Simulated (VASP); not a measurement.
# Nb (Pm-3m) in VASP: a series of runs

Runs on Nb. Level: BLYP. Tasks: single point, relaxation of cell and atoms.

All numbers are computed with VASP 6.6.1; they aren't measurements. Logs are shortened: lines on timing, memory, paths and dates and some standing lists are left out, and cuts for length are marked.

**1. The cell of the first run**

It takes space group Pm-3m (No. 221, cubic). Conventional cell: a = 2.798 Å, b = 2.798 Å, c = 2.798 Å, α = 90.00°, β = 90.00°, γ = 90.00°. Nb (site symmetry m-3m) has 6 Nb at 2.80 Å within 3.7 Å.

**2. Single point, BLYP (volume scaled by 1.04)**

The input, INCAR:

```
SYSTEM = Nb
PREC     = Accurate       ! precision mode
ENCUT    = 520            ! plane-wave cutoff, eV
EDIFF    = 1E-7           ! SCF threshold, eV
ISMEAR   = -1             ! smearing method
SIGMA    = 0.1            ! smearing width, eV
LREAL    = .FALSE.        ! projectors in reciprocal space
LASPH    = .TRUE.         ! aspherical terms in the spheres
NELM     = 60             ! most SCF steps
ALGO     = Normal         ! electronic algorithm
ISIF     = 2              ! what is computed and relaxed
LWAVE    = .FALSE.        ! write WAVECAR
LCHARG   = .FALSE.        ! write CHGCAR
GGA      = B5             ! functional
ALDAX    = 1.0          
AGGAX    = 1.0          
AGGAC    = 1.0          
ALDAC    = 0.0          
NBANDS   = 12             ! bands
```

The input, KPOINTS:

```
regular mesh
0
G
  13 13 13
  0 0 0
```

The input, POSCAR:

```
Nb
1.0
    2.7982318210      0.0000000000      0.0000000000
    0.0000000000      2.7982318210      0.0000000000
    0.0000000000      0.0000000000      2.7982318210
Nb
1
Direct
    0.0000000000      0.0000000000      0.0000000000
```

Potentials or basis: VASP PAW PBE potentials, release 64 (Nb_sv).

Run with:

```sh
$ cat potpaw_PBE.64/Nb_sv/POTCAR > POTCAR
$ mpirun -np 1 vasp_std > vasp.out
```

OUTCAR:

```text
SYSTEM = Nb
   PREC = Accurate
   ENCUT = 520
   EDIFF = 1E-7
   ISMEAR = -1
   LREAL = .FALSE.
   LASPH = .TRUE.
   NELM = 60
   ISIF = 2
   GGA = B5

 ion  position               nearest neighbor table
   1  0.000  0.000  0.000-

  LATTYP: Found a simple cubic cell.
 ALAT       =     2.7982318210

  Lattice vectors:

 A1 = (   2.7982318210,   0.0000000000,   0.0000000000)
 A2 = (   0.0000000000,   2.7982318210,   0.0000000000)
 A3 = (   0.0000000000,   0.0000000000,   2.7982318210)

Analysis of symmetry for initial positions (statically):
=====================================================================
 Subroutine PRICEL returns:
 Original cell was already a primitive cell.

 Routine SETGRP: Setting up the symmetry group for a
 simple cubic supercell.

 Subroutine GETGRP returns: Found 48 space group operations
[... 9 lines left out ...]

 Routine SETGRP: Setting up the symmetry group for a
 simple cubic supercell.

 Subroutine GETGRP returns: Found 48 space group operations
[... 11 lines left out ...]
                                     Primitive cell

  volume of cell :      21.9104

  direct lattice vectors                    reciprocal lattice vectors
     2.798231821  0.000000000  0.000000000     0.357368533  0.000000000  0.000000000
     0.000000000  2.798231821  0.000000000     0.000000000  0.357368533  0.000000000
     0.000000000  0.000000000  2.798231821     0.000000000  0.000000000  0.357368533

  length of vectors
     2.798231821  2.798231821  2.798231821     0.357368533  0.357368533  0.357368533

  position of ions in fractional coordinates (direct lattice)
     0.000000000  0.000000000  0.000000000

  ion indices of the primitive-cell ions
   primitive index   ion index
                 1           1

----------------------------------------------------------------------------------------

 KPOINTS: regular mesh

Automatic generation of k-mesh.
 Grid dimensions read from file:
 generate k-points for:   13   13   13

 Generating k-lattice:

  Cartesian coordinates                     Fractional coordinates (reciprocal lattice)
     0.027489887  0.000000000  0.000000000     0.076923077  0.000000000  0.000000000
     0.000000000  0.027489887  0.000000000     0.000000000  0.076923077  0.000000000
     0.000000000  0.000000000  0.027489887     0.000000000  0.000000000  0.076923077

  Length of vectors
     0.027489887  0.027489887  0.027489887

  Shift w.r.t. Gamma in fractional coordinates (k-lattice)
     0.000000000  0.000000000  0.000000000

 Subroutine IBZKPT returns following result:
 ===========================================

 Found     84 irreducible k-points:

 Following reciprocal coordinates:
            Coordinates               Weight
  0.000000  0.000000  0.000000      1.000000
  0.076923  0.000000  0.000000      6.000000
  0.153846  0.000000  0.000000      6.000000
  0.230769  0.000000  0.000000      6.000000
  0.307692  0.000000  0.000000      6.000000
  0.384615  0.000000  0.000000      6.000000
[... 16 lines left out ...]
  0.307692  0.307692  0.000000     12.000000
  0.384615  0.307692  0.000000     24.000000
 [... further k-points ...]
   k-points           NKPTS =     84   k-points in BZ     NKDIM =     84   number of bands    NBANDS=     12
   number of dos      NEDOS =    301   number of ions     NIONS =      1
   total plane-waves  NPLWV =  13824
   dimension x,y,z NGX =    24 NGY =   24 NGZ =   24
   dimension x,y,z NGXF=    48 NGYF=   48 NGZF=   48
   ions per type =               1
   NGX,Y,Z   is equivalent  to a cutoff of  14.26, 14.26, 14.26 a.u.
   NGXF,Y,Z  is equivalent  to a cutoff of  28.52, 28.52, 28.52 a.u.
 SYSTEM =  Nb
   PREC   = accura    normal or accurate (medium, high low for compatibility)
   ISTART =      0    job   : 0-new  1-cont  2-samecut
   ICHARG =      2    charge: 1-file 2-atom 10-const
   ISPIN  =      1    spin polarized calculation?
   LNONCOLLINEAR =      F non collinear calculations
   LSORBIT =      F    spin-orbit coupling
   LASPH  =      T    aspherical Exc in radial PAW
   ENCUT  =  520.0 eV  38.22 Ry    6.18 a.u.   5.20  5.20  5.20*2*pi/ulx,y,z
   NELM   =     60;   NELMIN=  2; NELMDL= -5     # of ELM steps
   EDIFF  = 0.1E-06   stopping-criterion for ELM
   LREAL  =      F    real-space projection
   EDIFFG = 0.1E-05   stopping-criterion for IOM
   NSW    =      0    number of steps for IOM
   IBRION =     -1    ionic relax: 0-MD 1-quasi-New 2-CG
   NFREE  =      0    steps in history (QN), initial steepest desc. (CG)
   ISIF   =      2    stress and relaxation
   ISYM   =      2    0-nonsym 1-usesym 2-fastsym
   POTIM  = 0.5000    time-step for ionic-motion
   TEBEG  =    0.0;   TEEND  =   0.0 temperature during run
   PSTRESS=    0.0 pullay stress
   NELECT =      13.0000    total number of electrons
   NUPDOWN=      -1.0000    fix difference up-down
   EMIN   =  10.00;   EMAX   =-10.00  energy-range for DOS
   EFERMI =   0.00;   METHOD = LEGACY
[... 104 lines left out ...]
      3     -20.8140      2.00000
      4     -20.8140      2.00000
      5       5.8370      2.00000
      6       7.2474      2.00000
      7       9.0042      1.89204
      8      11.6937      0.00000
      9      11.6937      0.00000
     10      13.9597      0.00000
     11      18.3415      0.00000
     12      24.0672      0.00000

 k-point     6 :       0.3846    0.0000    0.0000
  band No.  band energies     occupation
      1     -45.2066      2.00000
      2     -21.8762      2.00000
      3     -20.7936      2.00000
      4     -20.7936      2.00000
      5       6.4177      2.00000
      6       7.4101      2.00000
      7       9.6435      0.05697
      8      11.2334      0.00000
      9      11.2334      0.00000
     10      14.0172      0.00000
     11      17.8614      0.00000
     12      23.1311      0.00000

 k-point     7 :       0.4615    0.0000    0.0000
  band No.  band energies     occupation
      1     -45.1911      2.00000
      2     -21.9945      2.00000
      3     -20.7821      2.00000
      4     -20.7821      2.00000
      5       6.7949      2.00000
      6       7.5059      2.00000
      7       9.9037      0.00434
      8      10.9906      0.00000
      9      10.9906      0.00000
     10      14.0501      0.00000
     11      17.8767      0.00000
     12      22.6462      0.00000

 k-point     8 :       0.0769    0.0769    0.0000
  band No.  band energies     occupation
      1     -45.3107      2.00000
      2     -20.9495      2.00000
      3     -20.9426      2.00000
      4     -20.8715      2.00000
      5       4.3599      2.00000
      6       6.8847      2.00000
      7       7.0068      2.00000
      8      13.3124      0.00000
      9      13.5147      0.00000
     10      13.6125      0.00000
     11      22.6886      0.00000
     12      22.8840      0.00000
[... 166 lines left out ...]
 k-point    20 :       0.3077    0.2308    0.0000
  band No.  band energies     occupation
      1     -45.1754      2.00000
      2     -21.6014      2.00000
      3     -21.3099      2.00000
      4     -20.7707      2.00000
      5       6.6495      2.00000
      6       7.8851      2.00000
      7       9.5130      0.19514
      8      11.1871      0.00000
      9      11.8928      0.00000
     10      12.6561      0.00000
     11      19.4220      0.00000
     12      22.2804      0.00000

 k-point    21 :       0.3846    0.2308    0.0000
  band No.  band energies     occupation
      1     -45.1486      2.00000
      2     -21.8102      2.00000
      3     -21.2847      2.00000
      4     -20.7509      2.00000
      5       7.0394      2.00000
      6       7.7914      2.00000
      7       9.5469      0.14304
      8      11.4620      0.00000
      9      12.1719      0.00000
     10      12.7319      0.00000
     11      18.3672      0.00000
     12      23.1438      0.00000

 k-point    22 :       0.4615    0.2308    0.0000
  band No.  band energies     occupation
      1     -45.1333      2.00000
      2     -21.9260      2.00000
      3     -21.2704      2.00000
      4     -20.7396      2.00000
      5       7.3264      2.00000
      6       7.6333      2.00000
      7       9.5166      0.18876
      8      11.2299      0.00000
      9      12.7800      0.00000
     10      13.0074      0.00000
     11      17.7513      0.00000
     12      23.9135      0.00000

 k-point    23 :       0.3077    0.3077    0.0000
  band No.  band energies     occupation
      1     -45.1435      2.00000
      2     -21.5798      2.00000
      3     -21.5540      2.00000
      4     -20.7472      2.00000
      5       6.8311      2.00000
      6       7.7402      2.00000
      7      10.5470      0.00001
      8      11.4085      0.00000
      9      11.9227      0.00000
     10      12.1635      0.00000
     11      19.1631      0.00000
     12      21.8446      0.00000

 k-point    24 :       0.3846    0.3077    0.0000
  band No.  band energies     occupation
      1     -45.1169      2.00000
      2     -21.7742      2.00000
      3     -21.5384      2.00000
      4     -20.7276      2.00000
      5       6.7668      2.00000
      6       7.7491      2.00000
      7      10.9577      0.00000
      8      11.5898      0.00000
      9      12.1612      0.00000
     10      12.5245      0.00000
     11      18.2695      0.00000
     12      22.3802      0.00000

 [... further k-points ...]
[... 5 lines left out ...]
  --------------------------------------------------------------------------------------
  -------------------------------------------------------------------------------------
  Total       -0.6200249     -0.6200249     -0.6200249      0.0000000     -0.0000000     -0.0000000
  in kB      -45.3386572    -45.3386572    -45.3386572      0.0000000     -0.0000000     -0.0000000
  external PRESSURE =     -45.3386572 kB  Pullay stress =       0.0000000 kB

 VOLUME and BASIS-vectors are now :
 -----------------------------------------------------------------------------
  energy-cutoff  :      520.00
  volume of cell :       21.91
      direct lattice vectors                 reciprocal lattice vectors
     2.798231821  0.000000000  0.000000000     0.357368533  0.000000000  0.000000000
     0.000000000  2.798231821  0.000000000     0.000000000  0.357368533  0.000000000
     0.000000000  0.000000000  2.798231821     0.000000000  0.000000000  0.357368533

 POSITION                                       TOTAL-FORCE (eV/Angst)
 -----------------------------------------------------------------------------------
      0.00000      0.00000      0.00000         0.000000      0.000000      0.000000
 -----------------------------------------------------------------------------------
    total drift:                                0.000000     -0.000000     -0.000000

  FREE ENERGIE OF THE ION-ELECTRON SYSTEM (eV)
  ---------------------------------------------------
  free  energy   TOTEN  =        -8.0623293357 eV

  energy  without entropy=       -8.0221697625  energy(sigma->0) =       -8.04224955
```

Run time: 22 s. Hardware: 1 thread of AMD EPYC 7R43 (Zen 3), shared host; peak memory 0.12 GiB.

Results:

- Free energy: -8.0623 eV
- Pressure: -4.5 GPa

Levels at points of the mesh, in eV from the Fermi level:
```tsv
k point	band 5	band 6	band 7	band 8	band 9	band 10
(0.00, 0.00, 0.00)	-5.24	-2.55	-2.55	4.48	4.48	4.48
```

Caveat: the cell differs from its parent crystal (volume scaled by 1.04); the PAW data sets were made with another functional, which shifts forces and pressure a little.

**3. Single point, BLYP (volume scaled by 1.08)**

The input, INCAR:

```
SYSTEM = Nb
AGGAC = 1.0
AGGAX = 1.0
ALDAC = 0.0
ALDAX = 1.0
ALGO = Normal
EDIFF = 1E-6
ENCUT = 520
GGA = B5
ISIF = 2
ISMEAR = -1
LASPH = .True.
LCHARG = .False.
LREAL = .False.
LWAVE = .False.
NBANDS = 12
NELM = 100
PREC = Accurate
SIGMA = 0.1
```

The input, KPOINTS:

```
k-points
0
Gamma
  13 13 13
  0 0 0
```

The input, POSCAR:

```
Nb
1.0
    2.8336562376      0.0000000000      0.0000000000
    0.0000000000      2.8336562376      0.0000000000
    0.0000000000      0.0000000000      2.8336562376
Nb
1
Direct
    0.0000000000      0.0000000000      0.0000000000
```

Potentials or basis: VASP PAW PBE potentials, release 64 (Nb_sv).

Run with:

```sh
$ cat potpaw_PBE.64/Nb_sv/POTCAR > POTCAR
$ mpirun -np 1 vasp_std > vasp.out
```

It took 25 s on 1 thread of AMD EPYC 7R43 (Zen 3), shared host; peak memory 0.11 GiB.

The run converged. Its results:

```yaml
Free_energy: -8.0297 eV
Pressure: -8.0 GPa
```

Levels at points of the mesh, in eV from the Fermi level:
```csv
k point,band 5,band 6,band 7,band 8,band 9,band 10
"(0.00, 0.00, 0.00)",-5.15,-2.42,-2.42,4.27,4.27,4.27
```

Caveat: the cell differs from its parent crystal (volume scaled by 1.08); the PAW data sets were made with another functional, which shifts forces and pressure a little.

**4. Single point, BLYP (volume scaled by 1.12)**

The input, INCAR:

```
SYSTEM = Nb
PREC     = Accurate       ! precision mode
ENCUT    = 520            ! plane-wave cutoff, eV
EDIFF    = 1E-6           ! SCF threshold, eV
ISMEAR   = -1             ! smearing method
SIGMA    = 0.1            ! smearing width, eV
LREAL    = .FALSE.        ! projectors in reciprocal space
LASPH    = .TRUE.         ! aspherical terms in the spheres
NELM     = 100            ! most SCF steps
ALGO     = Normal         ! electronic algorithm
ISIF     = 2              ! what is computed and relaxed
LWAVE    = .FALSE.        ! write WAVECAR
LCHARG   = .FALSE.        ! write CHGCAR
GGA      = B5             ! functional
ALDAX    = 1.0          
AGGAX    = 1.0          
AGGAC    = 1.0          
ALDAC    = 0.0          
NBANDS   = 12             ! bands
```

The input, KPOINTS:

```
regular mesh
0
G
  13 13 13
  0 0 0
```

The input, POSCAR:

```
Nb
1.0
    2.8682164271      0.0000000000      0.0000000000
    0.0000000000      2.8682164271      0.0000000000
    0.0000000000      0.0000000000      2.8682164271
Nb
1
Direct
    0.0000000000      0.0000000000      0.0000000000
```

Run with:

```sh
$ cat potpaw_PBE.64/Nb_sv/POTCAR > POTCAR
$ mpirun -np 1 vasp_std > vasp.out
```

It took 23 s on 1 thread of AMD EPYC 7R43 (Zen 3), shared host; peak memory 0.12 GiB.

Results (log left out):

| Quantity | Value |
| --- | --- |
| Free energy | -7.9807 eV |
| Pressure | -10.7 GPa |

Levels at points of the mesh, in eV from the Fermi level:
```tsv
k point	band 5	band 6	band 7	band 8	band 9	band 10
(0.00, 0.00, 0.00)	-5.05	-2.30	-2.30	4.08	4.08	4.08
```

Caveat: the cell differs from its parent crystal (volume scaled by 1.12); the PAW data sets were made with another functional, which shifts forces and pressure a little.

**5. Single point, BLYP**

This run uses another cell than the first one, of 21.07 Å³/atom, 0.962 times its volume.

The input, INCAR:

```
PREC = Accurate
ENCUT = 520
EDIFF = 1E-7
ISMEAR = -1
SIGMA = 0.1
LREAL = False
LASPH = True
NELM = 100
ALGO = Normal
ISIF = 2
LWAVE = False
LCHARG = True
GGA = B5
ALDAX = 1.0
AGGAX = 1.0
AGGAC = 1.0
ALDAC = 0.0
LELF = True
LVHAR = True
NBANDS = 12
```

The input, KPOINTS:

```
regular mesh
0
Gamma
  19 19 19
```

The input, POSCAR:

```
Nb
1.0
    2.7618870342      0.0000000000      0.0000000000
    0.0000000000      2.7618870342      0.0000000000
    0.0000000000      0.0000000000      2.7618870342
Nb
1
Direct
    0.0000000000      0.0000000000      0.0000000000
```

Run with:

```sh
$ cat potpaw_PBE.64/Nb_sv/POTCAR > POTCAR
$ mpirun -np 1 vasp_std > vasp.out
```

It took 58 s on 1 thread of AMD EPYC 7R43 (Zen 3), shared host; peak memory 0.14 GiB.

Results (log left out):

```yaml
Free_energy: -8.0695 eV
Pressure: 0.0 GPa
```

Levels at points of the mesh, in eV from the Fermi level:
```csv
k point,band 4,band 5,band 6,band 7,band 8,band 9,band 10,band 11
"(0.00, 0.00, 0.00)",-30.04,-5.30,-2.65,-2.65,4.74,4.74,4.74,14.34
```

Caveat: the PAW data sets were made with another functional, which shifts forces and pressure a little.

**6. Relaxation of cell and atoms, BLYP**

This run uses another cell than the first one, of 19.41 Å³/atom, 0.886 times its volume.

The input, INCAR:

```
PREC = Accurate
ENCUT = 600
EDIFF = 1E-7
ISMEAR = -1
SIGMA = 0.1
LREAL = False
LASPH = True
NELM = 80
ALGO = Normal
ISIF = 3
LWAVE = False
LCHARG = False
GGA = B5
ALDAX = 1.0
AGGAX = 1.0
AGGAC = 1.0
ALDAC = 0.0
IBRION = 2
NSW = 80
EDIFFG = -0.01
```

The input, KPOINTS:

```
Automatic mesh
0
Gamma
  12 12 12
```

The input, POSCAR:

```
Nb
1.0
    2.6875991705      0.0000000000      0.0000000000
    0.0000000000      2.6875991705      0.0000000000
    0.0000000000      0.0000000000      2.6875991705
Nb
1
Direct
    0.0000000000      0.0000000000      0.0000000000
```

Potentials or basis: VASP PAW PBE potentials, release 64 (Nb_sv).

Run with:

```sh
$ cat potpaw_PBE.64/Nb_sv/POTCAR > POTCAR
$ mpirun -np 1 vasp_std > vasp.out
```

Run time: 91 s. Hardware: 1 thread of AMD EPYC 7R43 (Zen 3), shared host; peak memory 0.12 GiB.

The run converged. Its results:

| Property | Result |
| --- | --- |
| Free energy | -8.0825 eV |
| Relaxed volume | 21.07 Å³/atom |
| Relaxed cell | a = 2.762 Å, b = 2.762 Å, c = 2.762 Å, α = 90.00°, β = 90.00°, γ = 90.00° |
| Space group after relaxing (to 0.05 Å) | Pm-3m (No. 221) |
| Energy gained by relaxing | 55.4 meV/atom |
| Ionic steps | 4 |
| Pressure after relaxing | 0.0 GPa |

The path:
| step | energy change (eV) | largest force (eV/Å) | pressure (GPa) | volume (Å³) |
| --- | --- | --- | --- | --- |
| 1 | 0.0000 | 0.0000 | 11.48 | 19.41 |
| 2 | 0.0371 | 0.0000 | -10.71 | 23.59 |
| 3 | -0.0553 | 0.0000 | -0.27 | 21.12 |
| 4 | -0.0554 | 0.0000 | -0.02 | 21.07 |

Final structure:
```yaml
crystal:
  lattice:
    - [2.76209, 0.00000, 0.00000]
    - [0.00000, 2.76209, 0.00000]
    - [0.00000, 0.00000, 2.76209]
  atoms:
    - { symbol: Nb, position: [0.00000, 0.00000, 0.00000] }
```

Levels at points of the mesh, in eV from the Fermi level:
```
           k point  band 3  band 4  band 5  band 6  band 7  band 8  band 9  band 10
(0.00, 0.00, 0.00)  -30.07  -30.07   -5.32   -2.67   -2.67    4.71    4.71     4.71
(0.50, 0.00, 0.00)  -29.96  -29.96   -2.46   -1.85    0.70    1.73    1.73     5.02
(0.50, 0.50, 0.00)  -31.15  -29.85   -3.72   -1.08    2.34    2.34    5.62     5.62
(0.50, 0.50, 0.50)  -30.99  -30.99   -2.28   -2.28   -2.28    6.92    6.92     7.77
```

Caveat: the PAW data sets were made with another functional, which shifts forces and pressure a little.

**7. Summary**

| task | cell | k mesh | cutoff (eV) | gap on the mesh (eV) | pressure (GPa) |
| --- | --- | --- | --- | --- | --- |
| single point | a = 2.798 Å, 1 atom | 13 × 13 × 13 | 520 | none | -4.5 |
| single point | a = 2.834 Å, 1 atom | 13 × 13 × 13 | 520 | none | -8.0 |
| single point | a = 2.868 Å, 1 atom | 13 × 13 × 13 | 520 | none | -10.7 |
| single point | a = 2.762 Å, 1 atom | 19 × 19 × 19 | 520 | none | 0.0 |
| relaxation of cell and atoms | relaxed from a = 2.688 Å, 1 atom | 12 × 12 × 12 | 600 | none | 0.0 |

Alike in all rows: level BLYP; potentials or basis VASP PAW PBE potentials, release 64 (Nb_sv); no spin polarisation; smearing fermi-dirac 0.1 eV.

Caveats: the PAW data sets were made with another functional, which shifts forces and pressure a little.

Absolute energies hang on the potentials; compare differences alone.
